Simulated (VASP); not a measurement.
# Sr (Fm-3m) in VASP: notebook

Sr is run at these levels: LDA; tasks: electric field gradients.

Program: VASP 6.6.1. These are calculated values, not measurements. Logs are shortened: lines on timing, memory, paths and dates and some standing lists are left out, and cuts for length are marked.

## 1. The cell of the first run

The structure is cubic, space group Fm-3m (No. 225). Conventional cell: a = 5.960 Å, b = 5.960 Å, c = 5.960 Å, α = 90.00°, β = 90.00°, γ = 90.00°. Sr (site symmetry m-3m) has 12 Sr at 4.21 Å within 5.5 Å.

## 2. Electric field gradients, LDA (volume scaled by 0.94)

The input, INCAR:

```
SYSTEM = Sr
ALGO     = Normal         ! electronic algorithm
EDIFF    = 1E-8           ! SCF threshold, eV
ENCUT    = 520            ! plane-wave cutoff, eV
ISIF     = 2              ! what is computed and relaxed
ISMEAR   = -1             ! smearing method
LASPH    = .TRUE.         ! aspherical terms in the spheres
LCHARG   = .FALSE.        ! write CHGCAR
LEFG     = .TRUE.       
LREAL    = .FALSE.        ! projectors in reciprocal space
LWAVE    = .FALSE.        ! write WAVECAR
NBANDS   = 11             ! bands
NELM     = 60             ! most SCF steps
PREC     = Accurate       ! precision mode
SIGMA    = 0.08           ! smearing width, eV
```

The input, KPOINTS:

```
k-points
0
G
  10 10 10
  0 0 0
```

The input, POSCAR:

```
Sr
1.0
    0.0000000000      2.9802437978      2.9802437978
    2.9802437978      0.0000000000      2.9802437978
    2.9802437978      2.9802437978      0.0000000000
Sr
1
Direct
    0.0000000000      0.0000000000      0.0000000000
```

Potentials or basis: VASP PAW LDA potentials, release 64 (Sr_sv).

Run with:

```console
$ cat potpaw_LDA.64/Sr_sv/POTCAR > POTCAR
$ mpirun -np 1 vasp_std > vasp.out
```

OUTCAR:

```text
SYSTEM = Sr
   EDIFF = 1E-8
   ENCUT = 520
   ISIF = 2
   ISMEAR = -1
   LASPH = .TRUE.
   LREAL = .FALSE.
   NELM = 60
   PREC = Accurate

 ion  position               nearest neighbor table
   1  0.000  0.000  0.000-

  LATTYP: Found a face centered cubic cell.
 ALAT       =     5.9604875956

  Lattice vectors:

 A1 = (   0.0000000000,   2.9802437978,   2.9802437978)
 A2 = (   2.9802437978,   0.0000000000,   2.9802437978)
 A3 = (   2.9802437978,   2.9802437978,   0.0000000000)

Analysis of symmetry for initial positions (statically):
=====================================================================
 Subroutine PRICEL returns:
 Original cell was already a primitive cell.

 Routine SETGRP: Setting up the symmetry group for a
 face centered cubic supercell.

 Subroutine GETGRP returns: Found 48 space group operations
 (whereof 48 operations were pure point group operations)
 out of a pool of 48 trial point group operations.

The static configuration has the point symmetry O_h .

Analysis of symmetry for dynamics (positions and initial velocities):
=====================================================================
 Subroutine PRICEL returns:
 Original cell was already a primitive cell.

 Routine SETGRP: Setting up the symmetry group for a
 face centered cubic supercell.

 Subroutine GETGRP returns: Found 48 space group operations
 (whereof 48 operations were pure point group operations)
 out of a pool of 48 trial point group operations.

The dynamic configuration has the point symmetry O_h .

 Subroutine INISYM returns: Found 48 space group operations
 (whereof 48 operations are pure point group operations),
 and found     1 'primitive' translations

----------------------------------------------------------------------------------------

                                     Primitive cell

  volume of cell :      52.9402

  direct lattice vectors                    reciprocal lattice vectors
     0.000000000  2.980243798  2.980243798    -0.167771509  0.167771509  0.167771509
     2.980243798  0.000000000  2.980243798     0.167771509 -0.167771509  0.167771509
     2.980243798  2.980243798  0.000000000     0.167771509  0.167771509 -0.167771509

  length of vectors
     4.214701198  4.214701198  4.214701198     0.290588778  0.290588778  0.290588778

  position of ions in fractional coordinates (direct lattice)
     0.000000000  0.000000000  0.000000000

  ion indices of the primitive-cell ions
   primitive index   ion index
                 1           1

----------------------------------------------------------------------------------------

 KPOINTS: k-points

Automatic generation of k-mesh.
 Grid dimensions read from file:
 generate k-points for:   10   10   10

 Generating k-lattice:

  Cartesian coordinates                     Fractional coordinates (reciprocal lattice)
    -0.016777151  0.016777151  0.016777151     0.100000000  0.000000000  0.000000000
     0.016777151 -0.016777151  0.016777151     0.000000000  0.100000000  0.000000000
     0.016777151  0.016777151 -0.016777151     0.000000000  0.000000000  0.100000000

  Length of vectors
     0.029058878  0.029058878  0.029058878

  Shift w.r.t. Gamma in fractional coordinates (k-lattice)
     0.000000000  0.000000000  0.000000000

 Subroutine IBZKPT returns following result:
 ===========================================

 Found     47 irreducible k-points:

 Following reciprocal coordinates:
            Coordinates               Weight
  0.000000  0.000000  0.000000      1.000000
  0.100000  0.000000  0.000000      8.000000
  0.200000  0.000000  0.000000      8.000000
  0.300000  0.000000  0.000000      8.000000
  0.400000  0.000000  0.000000      8.000000
  0.500000  0.000000  0.000000      4.000000
[... 16 lines left out ...]
  0.300000  0.300000  0.000000      6.000000
  0.400000  0.300000  0.000000     24.000000
 [... further k-points ...]
   k-points           NKPTS =     47   k-points in BZ     NKDIM =     47   number of bands    NBANDS=     11
   number of dos      NEDOS =    301   number of ions     NIONS =      1
   total plane-waves  NPLWV =  32768
   dimension x,y,z NGX =    32 NGY =   32 NGZ =   32
   dimension x,y,z NGXF=    64 NGYF=   64 NGZF=   64
   ions per type =               1
   NGX,Y,Z   is equivalent  to a cutoff of  12.62, 12.62, 12.62 a.u.
   NGXF,Y,Z  is equivalent  to a cutoff of  25.24, 25.24, 25.24 a.u.
 SYSTEM =  Sr
   PREC   = accura    normal or accurate (medium, high low for compatibility)
   ISTART =      0    job   : 0-new  1-cont  2-samecut
   ICHARG =      2    charge: 1-file 2-atom 10-const
   ISPIN  =      1    spin polarized calculation?
   LNONCOLLINEAR =      F non collinear calculations
   LSORBIT =      F    spin-orbit coupling
   LASPH  =      T    aspherical Exc in radial PAW
   ENCUT  =  520.0 eV  38.22 Ry    6.18 a.u.   7.84  7.84  7.84*2*pi/ulx,y,z
   NELM   =     60;   NELMIN=  2; NELMDL= -5     # of ELM steps
   EDIFF  = 0.1E-07   stopping-criterion for ELM
   LREAL  =      F    real-space projection
   EDIFFG = 0.1E-06   stopping-criterion for IOM
   NSW    =      0    number of steps for IOM
   IBRION =     -1    ionic relax: 0-MD 1-quasi-New 2-CG
   NFREE  =      0    steps in history (QN), initial steepest desc. (CG)
   ISIF   =      2    stress and relaxation
   ISYM   =      2    0-nonsym 1-usesym 2-fastsym
   POTIM  = 0.5000    time-step for ionic-motion
   TEBEG  =    0.0;   TEEND  =   0.0 temperature during run
   PSTRESS=    0.0 pullay stress
   NELECT =      10.0000    total number of electrons
   NUPDOWN=      -1.0000    fix difference up-down
   EMIN   =  10.00;   EMAX   =-10.00  energy-range for DOS
   EFERMI =   0.00;   METHOD = LEGACY
   ISMEAR =    -1;   SIGMA  =   0.08  broadening in eV -4-tet -1-fermi 0-gaus
   EFERMI_NEDOS =   21; number of points for ismear=-14 and -15
   IALGO  =     38    algorithm
   IMIX   =      4    mixing-type and parameters
     AMIX     =   0.40;   BMIX     =  1.00
     AMIX_MAG =   1.60;   BMIX_MAG =  1.00
  volume/ion in A,a.u.               =      52.94       357.26
  Fermi-wavevector in a.u.,A,eV,Ry     =   0.939319  1.775055 12.004691  0.882320
  Thomas-Fermi vector in A             =   2.066619
   LORBIT       =      0    0 simple, 1 ext, 2 COOP (PROOUT), +10 PAW based schemes
   GGA     = CA    functional components
   LHFCALC =     F    Hartree Fock is set to
   AEXX    =    0.0000 exact exchange contribution
   IVDW    =     0    specifies the selected vdW correction
   LEPSILON=     F    determine dielectric tensor
   LRPA    =     F    only Hartree local field effects (RPA)
 non-spin polarized calculation
  energy-cutoff  :      520.00
  volume of cell :       52.94
 maximum number of plane-waves:      1458
   NGX = 15   NGY = 15   NGZ = 15

 number of electron      10.0000000 magnetization

 Free energy of the ion-electron system (eV)
  ---------------------------------------------------
  ext. energy  EPLUGINS =         0.00000000
  ---------------------------------------------------
  free energy    TOTEN  =        -1.89511984 eV

  energy without entropy =       -1.86856016  energy(sigma->0) =       -1.88184000

 E-fermi :   1.5609     XC(G=0):  -7.6770

 val. band max:        1.5564685875   @ k =  -0.3000   0.4000   0.1000
 cond. band min:       1.5655184139   @ k =  -0.4000   0.3000   0.0000
 fundamental gap:      0.0090498263
 Fermi energy:         1.5609347509

 k-point     1 :       0.0000    0.0000    0.0000
  band No.  band energies     occupation
      1     -34.8350      2.00000
      2     -16.8108      2.00000
      3     -16.8108      2.00000
      4     -16.8108      2.00000
      5      -2.1688      2.00000
      6       3.8307      0.00000
      7       3.8307      0.00000
      8       3.8307      0.00000
      9       5.3460      0.00000
     10       5.3460      0.00000
     11       8.8404      0.00000

 k-point     2 :       0.1000    0.0000    0.0000
  band No.  band energies     occupation
      1     -34.8333      2.00000
      2     -16.8335      2.00000
      3     -16.8138      2.00000
      4     -16.8138      2.00000
      5      -2.0010      2.00000
      6       3.5904      0.00000
      7       3.9079      0.00000
      8       3.9079      0.00000
      9       5.2487      0.00000
     10       5.2487      0.00000
     11       9.2507      0.00000

 k-point     3 :       0.2000    0.0000    0.0000
  band No.  band energies     occupation
      1     -34.8290      2.00000
      2     -16.8922      2.00000
      3     -16.8217      2.00000
      4     -16.8217      2.00000
      5      -1.5233      2.00000
      6       3.0641      0.00000
      7       4.0162      0.00000
      8       4.0162      0.00000
      9       5.1837      0.00000
     10       5.1837      0.00000
     11       8.9867      0.00000

 k-point     4 :       0.3000    0.0000    0.0000
  band No.  band energies     occupation
      1     -34.8237      2.00000
      2     -16.9634      2.00000
      3     -16.8314      2.00000
      4     -16.8314      2.00000
      5      -0.8176      2.00000
      6       2.5020      0.00002
      7       3.9191      0.00000
      8       3.9191      0.00000
      9       5.5259      0.00000
     10       5.5259      0.00000
     11       8.1265      0.00000
[... 239 lines left out ...]
 k-point    22 :      -0.2000    0.2000    0.0000
  band No.  band energies     occupation
      1     -34.8218      2.00000
      2     -16.9522      2.00000
      3     -16.8751      2.00000
      4     -16.8304      2.00000
      5      -0.5554      2.00000
      6       2.5696      0.00001
      7       3.3061      0.00000
      8       4.3974      0.00000
      9       4.7003      0.00000
     10       6.2634      0.00000
     11       8.5511      0.00000

 k-point    23 :       0.3000    0.3000    0.0000
  band No.  band energies     occupation
      1     -34.8199      2.00000
      2     -16.9563      2.00000
      3     -16.8658      2.00000
      4     -16.8658      2.00000
      5      -0.3955      2.00000
      6       2.3202      0.00015
      7       3.2392      0.00000
      8       4.8913      0.00000
      9       4.8913      0.00000
     10       6.0099      0.00000
     11       9.7306      0.00000

 k-point    24 :       0.4000    0.3000    0.0000
  band No.  band energies     occupation
      1     -34.8165      2.00000
      2     -16.9867      2.00000
      3     -16.8824      2.00000
      4     -16.8752      2.00000
      5       0.1716      2.00000
      6       2.1044      0.00224
      7       2.8838      0.00000
      8       5.0407      0.00000
      9       5.4146      0.00000
     10       6.3420      0.00000
     11       8.1125      0.00000

 [... further k-points ...]
[... 5 lines left out ...]
  --------------------------------------------------------------------------------------
  -------------------------------------------------------------------------------------
  Total       -0.3291077     -0.3291077     -0.3291077      0.0000000      0.0000000     -0.0000000
  in kB       -9.9600906     -9.9600906     -9.9600906      0.0000000      0.0000000     -0.0000000
  external PRESSURE =      -9.9600906 kB  Pullay stress =       0.0000000 kB

 VOLUME and BASIS-vectors are now :
 -----------------------------------------------------------------------------
  energy-cutoff  :      520.00
  volume of cell :       52.94
      direct lattice vectors                 reciprocal lattice vectors
     0.000000000  2.980243798  2.980243798    -0.167771509  0.167771509  0.167771509
     2.980243798  0.000000000  2.980243798     0.167771509 -0.167771509  0.167771509
     2.980243798  2.980243798  0.000000000     0.167771509  0.167771509 -0.167771509

 POSITION                                       TOTAL-FORCE (eV/Angst)
 -----------------------------------------------------------------------------------
      0.00000      0.00000      0.00000        -0.000000     -0.000000      0.000000
 -----------------------------------------------------------------------------------
    total drift:                                0.000000      0.000000      0.000000

  FREE ENERGIE OF THE ION-ELECTRON SYSTEM (eV)
  ---------------------------------------------------
  free  energy   TOTEN  =        -1.8951198391 eV

  energy  without entropy=       -1.8685601559  energy(sigma->0) =       -1.88184000

 Electric field gradients (V/A^2)
---------------------------------------------------------------------
 ion       V_xx      V_yy      V_zz      V_xy      V_xz      V_yz
---------------------------------------------------------------------
   1       0.000     0.000    -0.000     0.000     0.000     0.000
---------------------------------------------------------------------

 Electric field gradients after diagonalization (V/A^2)
 (convention: |V_zz| > |V_xx| > |V_yy|)
----------------------------------------------------------------------
 ion       V_xx      V_yy      V_zz     asymmetry (V_yy - V_xx)/ V_zz
----------------------------------------------------------------------
   1      -0.000    -0.000     0.000       0.000
----------------------------------------------------------------------

           NMR quadrupolar parameters

 Cq : quadrupolar parameter    Cq=e*Q*V_zz/h
 eta: asymmetry parameters     (V_yy - V_xx)/ V_zz
 Q  : nuclear electric quadrupole moment in mb (millibarn)
----------------------------------------------------------------------
 ion       Cq(MHz)       eta       Q (mb)
----------------------------------------------------------------------
   1       0.000       0.000       1.000
----------------------------------------------------------------------
```

It took 12 s on 1 thread of Intel Xeon Platinum 8375C at 2.90GHz (Ice Lake), shared host; peak memory 0.16 GiB.

What came out:

```yaml
Free_energy: -1.8951 eV
Pressure: -1.0 GPa
Band_gap_on_the_k_mesh: zero (band 5 reaches 1.59 eV, above the bottom of band 6 at 1.57 eV)
```

Levels at points of the mesh, in eV from the Fermi level:
| k point | band 2 | band 3 | band 4 | band 5 | band 6 | band 7 | band 8 | band 9 |
| --- | --- | --- | --- | --- | --- | --- | --- | --- |
| (0.00, 0.00, 0.00) | -18.37 | -18.37 | -18.37 | -3.73 | 2.27 | 2.27 | 2.27 | 3.79 |
| (0.50, 0.00, 0.00) | -18.60 | -18.40 | -18.40 | -1.20 | 0.17 | 2.12 | 2.12 | 4.88 |
| (0.50, 0.50, 0.00) | -18.59 | -18.46 | -18.46 | -0.72 | 0.24 | 1.17 | 4.88 | 5.19 |

Caveat: without QUAD_EFG the Cq values of the log hold for a quadrupole moment of 1 mb, not for the nuclei.

## 3. Electric field gradients, LDA (volume scaled by 0.94)

The input, INCAR:

```
PREC = Accurate
ENCUT = 520
EDIFF = 1E-8
ISMEAR = -1
SIGMA = 0.08
LREAL = F
LASPH = T
NELM = 80
ALGO = Normal
ISIF = 2
LWAVE = F
LCHARG = F
LEFG = T
NBANDS = 11
```

The input, KPOINTS:

```
regular mesh
0
Gamma
  10 10 10
```

POSCAR is that of step 2.

Potentials or basis: VASP PAW LDA potentials, release 64 (Sr_sv).

Run with:

```console
$ cat potpaw_LDA.64/Sr_sv/POTCAR > POTCAR
$ mpirun -np 1 vasp_std > vasp.out
```

OUTCAR:

```text
PREC = Accurate
   ENCUT = 520
   EDIFF = 1E-8
   ISMEAR = -1
   LREAL = F
   LASPH = T
   NELM = 80
   ISIF = 2

 ion  position               nearest neighbor table
   1  0.000  0.000  0.000-

  LATTYP: Found a face centered cubic cell.
 ALAT       =     5.9604875956

  Lattice vectors:

 A1 = (   0.0000000000,   2.9802437978,   2.9802437978)
 A2 = (   2.9802437978,   0.0000000000,   2.9802437978)
 A3 = (   2.9802437978,   2.9802437978,   0.0000000000)

Analysis of symmetry for initial positions (statically):
=====================================================================
 Subroutine PRICEL returns:
 Original cell was already a primitive cell.

 Routine SETGRP: Setting up the symmetry group for a
 face centered cubic supercell.

 Subroutine GETGRP returns: Found 48 space group operations
 (whereof 48 operations were pure point group operations)
 out of a pool of 48 trial point group operations.

[... 514 lines left out ...]
 VOLUME and BASIS-vectors are now :
 -----------------------------------------------------------------------------
  energy-cutoff  :      520.00
  volume of cell :       52.94
      direct lattice vectors                 reciprocal lattice vectors
     0.000000000  2.980243798  2.980243798    -0.167771509  0.167771509  0.167771509
     2.980243798  0.000000000  2.980243798     0.167771509 -0.167771509  0.167771509
     2.980243798  2.980243798  0.000000000     0.167771509  0.167771509 -0.167771509

 POSITION                                       TOTAL-FORCE (eV/Angst)
 -----------------------------------------------------------------------------------
      0.00000      0.00000      0.00000        -0.000000     -0.000000      0.000000
 -----------------------------------------------------------------------------------
    total drift:                                0.000000      0.000000      0.000000

  FREE ENERGIE OF THE ION-ELECTRON SYSTEM (eV)
  ---------------------------------------------------
  free  energy   TOTEN  =        -1.8951198391 eV

  energy  without entropy=       -1.8685601559  energy(sigma->0) =       -1.88184000

 Electric field gradients (V/A^2)
---------------------------------------------------------------------
 ion       V_xx      V_yy      V_zz      V_xy      V_xz      V_yz
---------------------------------------------------------------------
   1       0.000     0.000    -0.000     0.000     0.000     0.000
---------------------------------------------------------------------

 Electric field gradients after diagonalization (V/A^2)
 (convention: |V_zz| > |V_xx| > |V_yy|)
----------------------------------------------------------------------
 ion       V_xx      V_yy      V_zz     asymmetry (V_yy - V_xx)/ V_zz
----------------------------------------------------------------------
   1      -0.000    -0.000     0.000       0.000
----------------------------------------------------------------------

           NMR quadrupolar parameters

 Cq : quadrupolar parameter    Cq=e*Q*V_zz/h
 eta: asymmetry parameters     (V_yy - V_xx)/ V_zz
 Q  : nuclear electric quadrupole moment in mb (millibarn)
----------------------------------------------------------------------
 ion       Cq(MHz)       eta       Q (mb)
----------------------------------------------------------------------
   1       0.000       0.000       1.000
----------------------------------------------------------------------
```

stdout:

```text
POSCAR found type information on POSCAR Sr
 POSCAR found :  1 types and       1 ions
 scaLAPACK will be used
 LDA part: xc-table for (Slater(with rela. corr.)+CA(PZ))
 , standard interpolation
 POSCAR, INCAR and KPOINTS ok, starting setup
 FFT: planning ... GRIDC
 FFT: planning ... GRID_SOFT
 FFT: planning ... GRID
 WAVECAR not read
 entering main loop
ion   1
```

It took 12 s on 1 thread of Intel Xeon Platinum 8375C at 2.90GHz (Ice Lake), shared host; peak memory 0.16 GiB.

Results:

| Quantity | Value |
| --- | --- |
| Free energy | -1.8951 eV |
| Pressure | -1.0 GPa |
| Band gap on the k mesh | zero (band 5 reaches 1.59 eV, above the bottom of band 6 at 1.57 eV) |

Caveat: without QUAD_EFG the Cq values of the log hold for a quadrupole moment of 1 mb, not for the nuclei.

[end of part 1 of 2]
